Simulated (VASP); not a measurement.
# Pt (P6_3/mmc) in VASP: single point with r2SCAN

Aim: the single point of Pt with r2SCAN.

Program: VASP 6.6.1. These are calculated values, not measurements. Logs are shortened: lines on timing, memory, paths and dates and some standing lists are left out, and cuts for length are marked.

## Step 1: The cell of the first run

Symmetry: P6_3/mmc, No. 194, hexagonal system. The conventional cell has a = 2.719 Å, b = 2.719 Å, c = 4.792 Å, α = 90.00°, β = 90.00°, γ = 120.00°. Pt (site symmetry -6m2) has 12 Pt at 2.72 to 2.86 Å within 3.6 Å.

This isn't the form of Pt at room conditions, which is fcc.

## Step 2: Single point, r2SCAN

The input, POSCAR:

```
Pt
1.0
    2.7192560100      0.0000000000      0.0000000000
   -1.3596280050      2.3549448950      0.0000000000
    0.0000000000      0.0000000000      4.7921340000
Pt
2
Direct
    0.6666666667      0.3333333333      0.7500000000
    0.3333333333      0.6666666667      0.2500000000
```

The input, INCAR.step1:

```
SYSTEM = Pt
PREC     = Accurate       ! precision mode
ENCUT    = 630            ! plane-wave cutoff, eV
ISMEAR   = 0              ! smearing method
SIGMA    = 0.1            ! smearing width, eV
LREAL    = .False.        ! projectors in reciprocal space
LASPH    = .True.         ! aspherical terms in the spheres
NELM     = 120            ! most SCF steps
NBANDS   = 25             ! bands
GGA      = PE             ! functional
ALGO     = Normal         ! electronic algorithm
EDIFF    = 1E-5           ! SCF threshold, eV
LWAVE    = .True.         ! write WAVECAR
LCHARG   = .False.        ! write CHGCAR
GGA_COMPAT= .False.
```

The input, INCAR.step2:

```
SYSTEM = Pt
PREC     = Accurate       ! precision mode
ENCUT    = 630            ! plane-wave cutoff, eV
EDIFF    = 1E-6           ! SCF threshold, eV
ISMEAR   = 0              ! smearing method
SIGMA    = 0.1            ! smearing width, eV
LREAL    = .False.        ! projectors in reciprocal space
LASPH    = .True.         ! aspherical terms in the spheres
NELM     = 120            ! most SCF steps
ALGO     = Normal         ! electronic algorithm
ISIF     = 2              ! what is computed and relaxed
LWAVE    = .False.        ! write WAVECAR
LCHARG   = .False.        ! write CHGCAR
METAGGA  = R2SCAN         ! meta-GGA
LMIXTAU  = .True.       
NBANDS   = 25             ! bands
ISTART   = 1            
GGA_COMPAT= .False.
```

The input, KPOINTS:

```
Automatic mesh
0
Gamma
  14 14 7
  0 0 0
```

Potentials or basis: VASP PAW PBE potentials, release 64 (Pt_sv_GW).

Started as:

```sh
$ cat potpaw_PBE.64/Pt_sv_GW/POTCAR > POTCAR
$ cp INCAR.step1 INCAR
$ mpirun -np 1 vasp_std > vasp.out
$ cp INCAR.step2 INCAR
$ mpirun -np 1 vasp_std > vasp.out
```

OUTCAR:

```text
SYSTEM = Pt
   PREC = Accurate
   ENCUT = 630
   EDIFF = 1E-6
   ISMEAR = 0
   LREAL = .False.
   LASPH = .True.
   NELM = 120
   ISIF = 2
   METAGGA = R2SCAN
   ISTART = 1

 ion  position               nearest neighbor table
   1  0.667  0.333  0.750-   2 2.86   2 2.86   2 2.86   2 2.86   2 2.86   2 2.86
   2  0.333  0.667  0.250-   1 2.86   1 2.86   1 2.86   1 2.86   1 2.86   1 2.86

  LATTYP: Found a hexagonal cell.
 ALAT       =     2.7192560100
 C/A-ratio  =     1.7622960039

  Lattice vectors:

 A1 = (   2.7192560100,   0.0000000000,   0.0000000000)
 A2 = (  -1.3596280050,   2.3549448950,   0.0000000000)
 A3 = (   0.0000000000,   0.0000000000,   4.7921340000)

Analysis of symmetry for initial positions (statically):
=====================================================================
 Subroutine PRICEL returns:
 Original cell was already a primitive cell.

 Routine SETGRP: Setting up the symmetry group for a
 hexagonal supercell.

 Subroutine GETGRP returns: Found 24 space group operations
 (whereof 12 operations were pure point group operations)
 out of a pool of 24 trial point group operations.

The static configuration has the point symmetry D_3d.
 The point group associated with its full space group is D_6h.

Analysis of symmetry for dynamics (positions and initial velocities):
=====================================================================
 Subroutine PRICEL returns:
 Original cell was already a primitive cell.

 Routine SETGRP: Setting up the symmetry group for a
 hexagonal supercell.

 Subroutine GETGRP returns: Found 24 space group operations
 (whereof 12 operations were pure point group operations)
 out of a pool of 24 trial point group operations.

The dynamic configuration has the point symmetry D_3d.
 The point group associated with its full space group is D_6h.

 Subroutine INISYM returns: Found 24 space group operations
 (whereof 12 operations are pure point group operations),
 and found     1 'primitive' translations

----------------------------------------------------------------------------------------

                                     Primitive cell

  volume of cell :      30.6874

  direct lattice vectors                    reciprocal lattice vectors
     2.719256010  0.000000000  0.000000000     0.367747647  0.212319193  0.000000000
    -1.359628005  2.354944895  0.000000000     0.000000000  0.424638386  0.000000000
     0.000000000  0.000000000  4.792134000     0.000000000  0.000000000  0.208675300

  length of vectors
     2.719256010  2.719256106  4.792134000     0.424638401  0.424638386  0.208675300

  position of ions in fractional coordinates (direct lattice)
     0.666666667  0.333333333  0.750000000
     0.333333333  0.666666667  0.250000000

  ion indices of the primitive-cell ions
   primitive index   ion index
                 1           1
                 2           2

----------------------------------------------------------------------------------------

 KPOINTS: Automatic mesh

Automatic generation of k-mesh.
 Grid dimensions read from file:
 generate k-points for:   14   14    7

 Generating k-lattice:

  Cartesian coordinates                     Fractional coordinates (reciprocal lattice)
     0.026267689  0.015165657  0.000000000     0.071428571  0.000000000  0.000000000
     0.000000000  0.030331313  0.000000000     0.000000000  0.071428571  0.000000000
     0.000000000  0.000000000  0.029810757     0.000000000  0.000000000  0.142857143

  Length of vectors
     0.030331314  0.030331313  0.029810757

  Shift w.r.t. Gamma in fractional coordinates (k-lattice)
     0.000000000  0.000000000  0.000000000

 Subroutine IBZKPT returns following result:
 ===========================================

 Found     96 irreducible k-points:

 Following reciprocal coordinates:
            Coordinates               Weight
  0.000000  0.000000  0.000000      1.000000
  0.071429  0.000000  0.000000      6.000000
  0.142857  0.000000  0.000000      6.000000
  0.214286  0.000000  0.000000      6.000000
  0.285714  0.000000  0.000000      6.000000
  0.357143  0.000000  0.000000      6.000000
[... 16 lines left out ...]
  0.285714  0.285714  0.000000      6.000000
  0.357143  0.285714  0.000000      6.000000
 [... further k-points ...]
   k-points           NKPTS =     96   k-points in BZ     NKDIM =     96   number of bands    NBANDS=     25
   number of dos      NEDOS =    301   number of ions     NIONS =      2
   total plane-waves  NPLWV =  23040
   dimension x,y,z NGX =    24 NGY =   24 NGZ =   40
   dimension x,y,z NGXF=    48 NGYF=   48 NGZF=   80
   ions per type =               2
   NGX,Y,Z   is equivalent  to a cutoff of  14.67, 14.67, 13.88 a.u.
   NGXF,Y,Z  is equivalent  to a cutoff of  29.35, 29.35, 27.75 a.u.
 SYSTEM =  Pt
   PREC   = accura    normal or accurate (medium, high low for compatibility)
   ISTART =      1    job   : 0-new  1-cont  2-samecut
   ICHARG =      0    charge: 1-file 2-atom 10-const
   ISPIN  =      1    spin polarized calculation?
   LNONCOLLINEAR =      F non collinear calculations
   LSORBIT =      F    spin-orbit coupling
   LASPH  =      T    aspherical Exc in radial PAW
   ENCUT  =  630.0 eV  46.30 Ry    6.80 a.u.   5.57  5.57  9.81*2*pi/ulx,y,z
   NELM   =    120;   NELMIN=  2; NELMDL=  0     # of ELM steps
   EDIFF  = 0.1E-05   stopping-criterion for ELM
   LREAL  =      F    real-space projection
   EDIFFG = 0.1E-04   stopping-criterion for IOM
   NSW    =      0    number of steps for IOM
   IBRION =     -1    ionic relax: 0-MD 1-quasi-New 2-CG
   NFREE  =      0    steps in history (QN), initial steepest desc. (CG)
   ISIF   =      2    stress and relaxation
   ISYM   =      2    0-nonsym 1-usesym 2-fastsym
   POTIM  = 0.5000    time-step for ionic-motion
   TEBEG  =    0.0;   TEEND  =   0.0 temperature during run
   PSTRESS=    0.0 pullay stress
   NELECT =      36.0000    total number of electrons
   NUPDOWN=      -1.0000    fix difference up-down
   EMIN   =  10.00;   EMAX   =-10.00  energy-range for DOS
   EFERMI =   0.00;   METHOD = LEGACY
   ISMEAR =     0;   SIGMA  =   0.10  broadening in eV -4-tet -1-fermi 0-gaus
   EFERMI_NEDOS =   21; number of points for ismear=-14 and -15
   IALGO  =     38    algorithm
   IMIX   =      4    mixing-type and parameters
     AMIX     =   0.40;   BMIX     =  1.00
     AMIX_MAG =   1.60;   BMIX_MAG =  1.00
  volume/ion in A,a.u.               =      15.34       103.54
  Fermi-wavevector in a.u.,A,eV,Ry     =   1.726589  3.262781 40.560476  2.981111
  Thomas-Fermi vector in A             =   2.801873
   LORBIT       =      0    0 simple, 1 ext, 2 COOP (PROOUT), +10 PAW based schemes
   METAGGA = R2SCAN    functional components
   LHFCALC =     F    Hartree Fock is set to
   AEXX    =    0.0000 exact exchange contribution
   IVDW    =     0    specifies the selected vdW correction
   LEPSILON=     F    determine dielectric tensor
   LRPA    =     F    only Hartree local field effects (RPA)
 non-spin polarized calculation
 Gauss-broadening in eV      SIGMA  =   0.10
  energy-cutoff  :      630.00
  volume of cell :       30.69
 maximum number of plane-waves:      1135
 NGX is ok and might be reduce to    24
   NGX = 11   NGY = 11   NGZ = 19

 number of electron      36.0000001 magnetization

 Free energy of the ion-electron system (eV)
  ---------------------------------------------------
  ext. energy  EPLUGINS =         0.00000000
  ---------------------------------------------------
  free energy    TOTEN  =      -102.71655778 eV

  energy without entropy =     -102.70217255  energy(sigma->0) =     -102.70936516

 E-fermi :  10.1124     XC(G=0): -15.1305

 val. band max:       10.1013413072   @ k =   0.3571   0.0714   0.1429
 cond. band min:      10.1175853209   @ k =   0.2143   0.1429   0.2857
 fundamental gap:      0.0162440137
 Fermi energy:        10.1123902287

 k-point     1 :       0.0000    0.0000    0.0000
  band No.  band energies     occupation
      1     -90.4497      2.00000
      2     -90.4272      2.00000
      3     -44.1257      2.00000
      4     -43.8744      2.00000
      5     -43.8744      2.00000
      6     -43.8312      2.00000
[... 17 lines left out ...]
     24      28.2162      0.00000
     25      32.7010      0.00000

 k-point     2 :       0.0714    0.0000    0.0000
  band No.  band energies     occupation
      1     -90.4476      2.00000
      2     -90.4253      2.00000
      3     -44.1184      2.00000
      4     -43.8981      2.00000
      5     -43.8810      2.00000
      6     -43.8555      2.00000
[... 17 lines left out ...]
     24      28.4993      0.00000
     25      31.5594      0.00000

 k-point     3 :       0.1429    0.0000    0.0000
  band No.  band energies     occupation
      1     -90.4421      2.00000
      2     -90.4216      2.00000
      3     -44.0977      2.00000
      4     -43.9651      2.00000
      5     -43.9231      2.00000
      6     -43.8999      2.00000
[... 17 lines left out ...]
     24      28.7466      0.00000
     25      30.0618      0.00000

 k-point     4 :       0.2143    0.0000    0.0000
  band No.  band energies     occupation
      1     -90.4342      2.00000
      2     -90.4158      2.00000
      3     -44.0657      2.00000
      4     -44.0614      2.00000
      5     -44.0197      2.00000
      6     -43.9266      2.00000
[... 17 lines left out ...]
     24      28.1986      0.00000
     25      29.4126      0.00000

 k-point     5 :       0.2857    0.0000    0.0000
  band No.  band energies     occupation
      1     -90.4252      2.00000
      2     -90.4098      2.00000
      3     -44.1680      2.00000
      4     -44.1250      2.00000
      5     -44.0270      2.00000
      6     -43.9557      2.00000
[... 17 lines left out ...]
     24      26.5609      0.00000
     25      28.9709      0.00000

 k-point     6 :       0.3571    0.0000    0.0000
  band No.  band energies     occupation
      1     -90.4169      2.00000
      2     -90.4047      2.00000
      3     -44.2636      2.00000
      4     -44.2185      2.00000
      5     -43.9867      2.00000
      6     -43.9816      2.00000
[... 17 lines left out ...]
     24      25.4731      0.00000
     25      25.5712      0.00000
[... 393 lines left out ...]
 k-point    21 :       0.2857    0.2143    0.0000
  band No.  band energies     occupation
      1     -90.4085      2.00000
      2     -90.4007      2.00000
      3     -44.2635      2.00000
      4     -44.2360      2.00000
      5     -44.0766      2.00000
      6     -44.0276      2.00000
[... 17 lines left out ...]
     24      25.1437      0.00000
     25      26.0861      0.00000

 k-point    22 :       0.3571    0.2143    0.0000
  band No.  band energies     occupation
      1     -90.4045      2.00000
      2     -90.3994      2.00000
      3     -44.2878      2.00000
      4     -44.2434      2.00000
      5     -44.1100      2.00000
      6     -44.0514      2.00000
[... 17 lines left out ...]
     24      23.0796      0.00000
     25      25.2667      0.00000

 k-point    23 :       0.2857    0.2857    0.0000
  band No.  band energies     occupation
      1     -90.4039      2.00000
      2     -90.3995      2.00000
      3     -44.2580      2.00000
      4     -44.2267      2.00000
      5     -44.1334      2.00000
      6     -44.0886      2.00000
[... 17 lines left out ...]
     24      24.1568      0.00000
     25      25.4386      0.00000

 k-point    24 :       0.3571    0.2857    0.0000
  band No.  band energies     occupation
      1     -90.4018      2.00000
      2     -90.3996      2.00000
      3     -44.2504      2.00000
      4     -44.2042      2.00000
      5     -44.1707      2.00000
      6     -44.1183      2.00000
[... 17 lines left out ...]
     24      22.7968      0.00000
     25      24.4603      0.00000

 [... further k-points ...]

------------------------ aborting loop because EDIFF is reached ----------------------------------------

  FORCE on cell =-STRESS in cart. coord.  units (eV):
  Direction    XX          YY          ZZ          XY          YZ          ZX
  --------------------------------------------------------------------------------------
  -------------------------------------------------------------------------------------
  Total        0.3913489      0.3913490     -0.3257866     -0.0000000      0.0000000      0.0000000
  in kB       20.4321901     20.4321920    -17.0092023     -0.0000000      0.0000000      0.0000000
  external PRESSURE =       7.9517266 kB  Pullay stress =       0.0000000 kB

 VOLUME and BASIS-vectors are now :
 -----------------------------------------------------------------------------
  energy-cutoff  :      630.00
  volume of cell :       30.69
      direct lattice vectors                 reciprocal lattice vectors
     2.719256010  0.000000000  0.000000000     0.367747647  0.212319193  0.000000000
    -1.359628005  2.354944895  0.000000000     0.000000000  0.424638386  0.000000000
     0.000000000  0.000000000  4.792134000     0.000000000  0.000000000  0.208675300

 POSITION                                       TOTAL-FORCE (eV/Angst)
 -----------------------------------------------------------------------------------
      1.35963      0.78498      3.59410         0.000000      0.000000      0.000000
     -0.00000      1.56996      1.19803        -0.000000     -0.000000      0.000000
 -----------------------------------------------------------------------------------
    total drift:                                0.000000     -0.000000      0.000000

  FREE ENERGIE OF THE ION-ELECTRON SYSTEM (eV)
  ---------------------------------------------------
  free  energy   TOTEN  =      -102.7165577810 eV

  energy  without entropy=     -102.7021725468  energy(sigma->0) =     -102.70936516
```

Run time: 5.6 min. Hardware: 1 thread of Intel Xeon Platinum 8259CL at 2.50GHz (Skylake/Cascade Lake), shared host; peak memory 0.23 GiB.

What came out:

```
Free energy            : -102.7166 eV
Pressure               : 0.8 GPa
Band gap on the k mesh : zero (bands 18 and 19 overlap by 1.46 eV)
```

Caveat: the PAW data sets were made with another functional, which shifts forces and pressure a little; spin-orbit coupling is left out, which moves the levels of the heavy elements.
